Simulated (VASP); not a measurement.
# AlN (P6_3mc) in VASP: a series of runs

Runs on AlN. Level: r2SCAN. Tasks: dielectric tensor.

Program: VASP 6.6.1. These are calculated values, not measurements. Logs are shortened: lines on timing, memory, paths and dates and some standing lists are left out, and cuts for length are marked.

## 1. The cell of the first run

It takes space group P6_3mc (No. 186, hexagonal). The conventional cell has a = 3.045 Å, b = 3.045 Å, c = 4.879 Å, α = 90.00°, β = 90.00°, γ = 120.00°. Al (site symmetry 3m) has 4 N at 1.85 to 1.86 Å within 2.5 Å. Within 2.5 Å of N (site symmetry 3m) lie 4 Al at 1.85 to 1.86 Å.

## 2. Dielectric tensor, r2SCAN (strain -2.0%)

The input, INCAR:

```
  ALGO = Normal
  EDIFF = 1E-8
  ENCUT = 520
  ISIF = 2
  ISMEAR = 0
  LASPH = T
  LCALCEPS = T
  LCHARG = F
  LMIXTAU = T
  LREAL = F
  LWAVE = F
  METAGGA = R2SCAN
  NELM = 100
  PREC = Accurate
  SIGMA = 0.01
```

The input, KPOINTS:

```
k-points
0
Gamma
  9 9 4
```

The input, POSCAR:

```
AlN
1.0
    3.0445598850      0.0000000000      0.0000000000
   -1.5222799425      2.6366662037      0.0000000000
    0.0000000000      0.0000000000      4.8790197209
Al N
2 2
Direct
    0.3333333333      0.6666666667     -0.0034832543
    0.6666666667      0.3333333333      0.4965167457
    0.3333333333      0.6666666667      0.3784832543
    0.6666666667      0.3333333333      0.8784832543
```

Potentials or basis: VASP PAW PBE potentials, release 64 (Al, N).

Started as:

```sh
$ cat potpaw_PBE.64/Al/POTCAR potpaw_PBE.64/N/POTCAR > POTCAR
$ mpirun -np 1 vasp_std > vasp.out
```

OUTCAR:

```text
EDIFF = 1E-8
   ENCUT = 520
   ISIF = 2
   ISMEAR = 0
   LASPH = T
   LREAL = F
   METAGGA = R2SCAN
   NELM = 100
   PREC = Accurate

 ion  position               nearest neighbor table
   1  0.333  0.667  0.997-   4 1.85   4 1.85   4 1.85   3 1.86   2 3.01   2 3.01   2 3.01   2 3.01
                             2 3.01   2 3.01
   2  0.667  0.333  0.497-   3 1.85   3 1.85   3 1.85   4 1.86   1 3.01   1 3.01   1 3.01   1 3.01
                             1 3.01   1 3.01
   3  0.333  0.667  0.378-   2 1.85   2 1.85   2 1.85   1 1.86
   4  0.667  0.333  0.878-   1 1.85   1 1.85   1 1.85   2 1.86

  LATTYP: Found a hexagonal cell.
 ALAT       =     3.0445598850
 C/A-ratio  =     1.6025369529

  Lattice vectors:

 A1 = (   3.0445598850,   0.0000000000,   0.0000000000)
 A2 = (  -1.5222799425,   2.6366662037,   0.0000000000)
 A3 = (   0.0000000000,   0.0000000000,   4.8790197209)

Analysis of symmetry for initial positions (statically):
=====================================================================
 Subroutine PRICEL returns:
 Original cell was already a primitive cell.

 Routine SETGRP: Setting up the symmetry group for a
 hexagonal supercell.

 Subroutine GETGRP returns: Found 12 space group operations
 (whereof  6 operations were pure point group operations)
 out of a pool of 24 trial point group operations.

The static configuration has the point symmetry C_3v.
 The point group associated with its full space group is C_6v.

Analysis of symmetry for dynamics (positions and initial velocities):
=====================================================================
 Subroutine PRICEL returns:
 Original cell was already a primitive cell.

 Routine SETGRP: Setting up the symmetry group for a
 hexagonal supercell.

 Subroutine GETGRP returns: Found 12 space group operations
 (whereof  6 operations were pure point group operations)
 out of a pool of 24 trial point group operations.

The dynamic configuration has the point symmetry C_3v.
 The point group associated with its full space group is C_6v.

 Subroutine INISYM returns: Found 12 space group operations
 (whereof  6 operations are pure point group operations),
 and found     1 'primitive' translations

----------------------------------------------------------------------------------------

                                     Primitive cell

  volume of cell :      39.1663

  direct lattice vectors                    reciprocal lattice vectors
     3.044559885  0.000000000  0.000000000     0.328454699  0.189633409  0.000000000
    -1.522279942  2.636666204  0.000000000     0.000000000  0.379266818  0.000000000
     0.000000000  0.000000000  4.879019721     0.000000000  0.000000000  0.204959204

  length of vectors
     3.044559885  3.044559885  4.879019721     0.379266818  0.379266818  0.204959204

  position of ions in fractional coordinates (direct lattice)
     0.333333333  0.666666667  0.996516746
     0.666666667  0.333333333  0.496516746
     0.333333333  0.666666667  0.378483254
     0.666666667  0.333333333  0.878483254

  ion indices of the primitive-cell ions
   primitive index   ion index
                 1           1
                 2           2
                 3           3
                 4           4

----------------------------------------------------------------------------------------

 KPOINTS: k-points

Automatic generation of k-mesh.
 Grid dimensions read from file:
 generate k-points for:    9    9    4

 Generating k-lattice:

  Cartesian coordinates                     Fractional coordinates (reciprocal lattice)
     0.036494967  0.021070379  0.000000000     0.111111111 -0.000000000  0.000000000
     0.000000000  0.042140758  0.000000000     0.000000000  0.111111111  0.000000000
     0.000000000  0.000000000  0.051239801     0.000000000  0.000000000  0.250000000

  Length of vectors
     0.042140758  0.042140758  0.051239801

  Shift w.r.t. Gamma in fractional coordinates (k-lattice)
     0.000000000  0.000000000  0.000000000

 Subroutine IBZKPT returns following result:
[... 54 lines left out ...]
   NFREE  =      0    steps in history (QN), initial steepest desc. (CG)
   ISIF   =      2    stress and relaxation
   ISYM   =      2    0-nonsym 1-usesym 2-fastsym
   POTIM  = 0.5000    time-step for ionic-motion
   TEBEG  =    0.0;   TEEND  =   0.0 temperature during run
   PSTRESS=    0.0 pullay stress
   NELECT =      16.0000    total number of electrons
   NUPDOWN=      -1.0000    fix difference up-down
   EMIN   =  10.00;   EMAX   =-10.00  energy-range for DOS
   EFERMI =   0.00;   METHOD = LEGACY
   ISMEAR =     0;   SIGMA  =   0.01  broadening in eV -4-tet -1-fermi 0-gaus
   EFERMI_NEDOS =   21; number of points for ismear=-14 and -15
   IALGO  =     38    algorithm
   IMIX   =      4    mixing-type and parameters
     AMIX     =   0.40;   BMIX     =  1.00
     AMIX_MAG =   1.60;   BMIX_MAG =  1.00
  volume/ion in A,a.u.               =       9.79        66.08
  Fermi-wavevector in a.u.,A,eV,Ry     =   1.214723  2.295494 20.076118  1.475553
  Thomas-Fermi vector in A             =   2.350134
   LORBIT       =      0    0 simple, 1 ext, 2 COOP (PROOUT), +10 PAW based schemes
   METAGGA = R2SCAN    functional components
   LHFCALC =     F    Hartree Fock is set to
   AEXX    =    0.0000 exact exchange contribution
   IVDW    =     0    specifies the selected vdW correction
   LEPSILON=     F    determine dielectric tensor
   LRPA    =     F    only Hartree local field effects (RPA)
   LRPA       =     F
 non-spin polarized calculation
 Gauss-broadening in eV      SIGMA  =   0.01
  energy-cutoff  :      520.00
  volume of cell :       39.17
 maximum number of plane-waves:      1087
 NGX is ok and might be reduce to    24
   NGX = 11   NGY = 11   NGZ = 19

 Total electronic dipole moment: p[elc]=(    -0.00000     0.00000    -0.31181 ) |e| Angst

 number of electron      15.9999999 magnetization

 Free energy of the ion-electron system (eV)
  ---------------------------------------------------
  ext. energy  EPLUGINS =         0.00000000
  ---------------------------------------------------
  free energy    TOTEN  =       -38.35183100 eV

  energy without entropy =      -38.35183100  energy(sigma->0) =      -38.35183100

 E-fermi :   6.5629     XC(G=0): -11.6956

 val. band max:        6.5172644405   @ k =   0.0000   0.0000   0.0000
 cond. band min:   10000.0000000000   @ k =   0.0000   0.0000   0.0000
 fundamental gap:   9993.4827355595
 Fermi energy:         6.5629453637

 k-point     1 :       0.0000    0.0000    0.0000
  band No.  band energies     occupation
      1      -9.8461      2.00000
      2      -7.5319      2.00000
      3       0.1598      2.00000
      4       5.5959      2.00000
      5       5.5959      2.00000
      6       6.2690      2.00000
      7       6.2690      2.00000
      8       6.5173      2.00000
      9   10000.0000      0.00000
     10   10000.0000      0.00000
     11   10000.0000      0.00000
     12   10000.0000      0.00000
[... 331 lines left out ...]
 k-point    24 :       0.3333    0.3333    0.2500
  band No.  band energies     occupation
      1      -7.1259      2.00000
      2      -7.1259      2.00000
      3       1.6177      2.00000
      4       1.9007      2.00000
      5       1.9007      2.00000
      6       3.3291      2.00000
      7       4.9813      2.00000
      8       4.9813      2.00000
      9   10000.0000      0.00000
     10   10000.0000      0.00000
     11   10000.0000      0.00000
     12   10000.0000      0.00000

 [... further k-points ...]

------------------------ aborting loop because EDIFF is reached ----------------------------------------

            Ionic dipole moment: p[ion]=(     0.00000     0.00000    13.48528 ) |e| Angst

 Total electronic dipole moment: p[elc]=(    -0.00000    -0.00000    -0.30482 ) |e| Angst

 MACROSCOPIC STATIC DIELECTRIC TENSOR (including local field effects)
 ------------------------------------------------------
           4.034206     0.000000     0.000000
          -0.000000     4.034206     0.000000
          -0.000000    -0.000000     4.229875
 ------------------------------------------------------

 PIEZOELECTRIC TENSOR (including local field effects) (e Angst)
          XX          YY          ZZ          XY          YZ          ZX
  --------------------------------------------------------------------------------
  x    -0.00000     0.00000     0.00000     0.00000     0.00000     0.77665
  y     0.00000    -0.00000     0.00000     0.00000     0.77665    -0.00000
  z     0.57029     0.57029    -0.81568     0.00000     0.00000     0.00000

 PIEZOELECTRIC TENSOR (including local field effects) (C/m^2)
          XX          YY          ZZ          XY          YZ          ZX
  --------------------------------------------------------------------------------
  x    -0.00000     0.00000     0.00000     0.00000     0.00000     0.31771
  y     0.00000    -0.00000     0.00000     0.00000     0.31770    -0.00000
  z     0.23329     0.23329    -0.33367     0.00000     0.00000     0.00000

 BORN EFFECTIVE CHARGES (including local field effects) (in |e|, cummulative output)
 ---------------------------------------------------------------------------------
 ion    1
    1     2.48722     0.00000    -0.00000
    2     0.00000     2.48722    -0.00000
    3     0.00000     0.00000     2.64888
 ion    2
    1     2.48722     0.00000     0.00000
    2     0.00000     2.48722     0.00000
    3     0.00000     0.00000     2.64888
 ion    3
    1    -2.48722     0.00000     0.00000
    2    -0.00000    -2.48722     0.00000
    3    -0.00000     0.00000    -2.64888
 ion    4
    1    -2.48722     0.00000    -0.00000
    2     0.00000    -2.48722     0.00000
    3     0.00000    -0.00000    -2.64888

  FORCE on cell =-STRESS in cart. coord.  units (eV):
  Direction    XX          YY          ZZ          XY          YZ          ZX
  --------------------------------------------------------------------------------------
  -------------------------------------------------------------------------------------
  Total        3.5388157      3.5388157      3.2042634      0.0000000      0.0000000      0.0000000
  in kB      144.7625680    144.7625679    131.0770176      0.0000000      0.0000000      0.0000000
  external PRESSURE =     140.2007178 kB  Pullay stress =       0.0000000 kB

 VOLUME and BASIS-vectors are now :
 -----------------------------------------------------------------------------
  energy-cutoff  :      520.00
  volume of cell :       39.17
      direct lattice vectors                 reciprocal lattice vectors
     3.044559885  0.000000000  0.000000000     0.328454699  0.189633409  0.000000000
    -1.522279942  2.636666204  0.000000000     0.000000000  0.379266818  0.000000000
     0.000000000  0.000000000  4.879019721     0.000000000  0.000000000  0.204959204

 POSITION                                       TOTAL-FORCE (eV/Angst)
 -----------------------------------------------------------------------------------
     -0.00000      1.75778      4.86202         0.000000     -0.000000      0.000562
      1.52228      0.87889      2.42251        -0.000000      0.000000      0.000562
     -0.00000      1.75778      1.84663         0.000000      0.000000     -0.000562
      1.52228      0.87889      4.28614         0.000000      0.000000     -0.000562
 -----------------------------------------------------------------------------------
    total drift:                               -0.000000      0.000000     -0.005167

  FREE ENERGIE OF THE ION-ELECTRON SYSTEM (eV)
  ---------------------------------------------------
  free  energy   TOTEN  =       -38.3518310010 eV

  energy  without entropy=      -38.3518310010  energy(sigma->0) =      -38.35183100
```

It took 12 min on 1 thread of Intel Xeon 6975P-C (Granite Rapids), shared host; peak memory 0.41 GiB.

Results:

```yaml
Band_gap_on_the_k_mesh: 5.49 eV
Electronic_dielectric_tensor_diagonal: 4.03, 4.03, 4.23
Born_charges_mean_of_the_diagonal: Al +2.54; N -2.54 e
```

Electronic dielectric tensor:
```
4.03 0.00 0.00
0.00 4.03 0.00
0.00 0.00 4.23
```

Born effective charge tensors (e):
atom 1, Al
```
2.49 0.00 0.00
0.00 2.49 0.00
0.00 0.00 2.65
```
atom 2, Al
```
2.49 0.00 0.00
0.00 2.49 0.00
0.00 0.00 2.65
```
atom 3, N
```
-2.49  0.00  0.00
 0.00 -2.49  0.00
 0.00  0.00 -2.65
```
atom 4, N
```
-2.49  0.00  0.00
 0.00 -2.49  0.00
 0.00  0.00 -2.65
```

Dipole moments of the cell (e·Å, modulo the quantum): ionic 0.000, 0.000, 13.485; electronic 0.000, 0.000, -0.305

Caveat: the cell differs from its parent crystal (strain -2.0%); the PAW data sets were made with another functional, which shifts forces and pressure a little; an odd mesh through Γ misses points on the zone boundary, where band edges can lie.

(Continued in part 2 of 2.)
